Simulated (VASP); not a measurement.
**GaP: single point with PBE**

GaP:

```
Ga P
1.0
     0.00000    2.75330    2.75330
     2.75330    0.00000    2.75330
     2.75330    2.75330    0.00000
Ga P
1 1
Cartesian
  0.0000 0.0000 0.0000
  1.3767 1.3767 1.3767
```

- Program: VASP 6.6.1
- Task: single point
- Functional: PBE
- Potentials or basis: VASP PAW PBE potentials, release 64 (Ga_d, P)
- Cutoff: 500 eV
- k mesh: 10 × 10 × 10
- Occupations: gaussian, width 0.02 eV
- Spin: no spin polarisation

The pressure is -0.1 GPa. The band gap on the k mesh is 1.57 eV.

Levels at points of the mesh, in eV from the valence-band top:
```tsv
k point	band 7	band 8	band 9	band 10	band 11	band 12
(0.00, 0.00, 0.00)	0.00	0.00	0.00	1.57	3.90	3.90
(0.50, 0.00, 0.00)	-6.46	-1.07	-1.07	1.58	4.73	4.73
(0.50, 0.50, 0.00)	-6.61	-2.58	-2.58	1.72	1.85	10.37
```

Wall time 52 s on 1 thread of Intel Xeon 8259CL, on a shared host, peak memory 0.17 GiB.

A k mesh can miss the band edges.
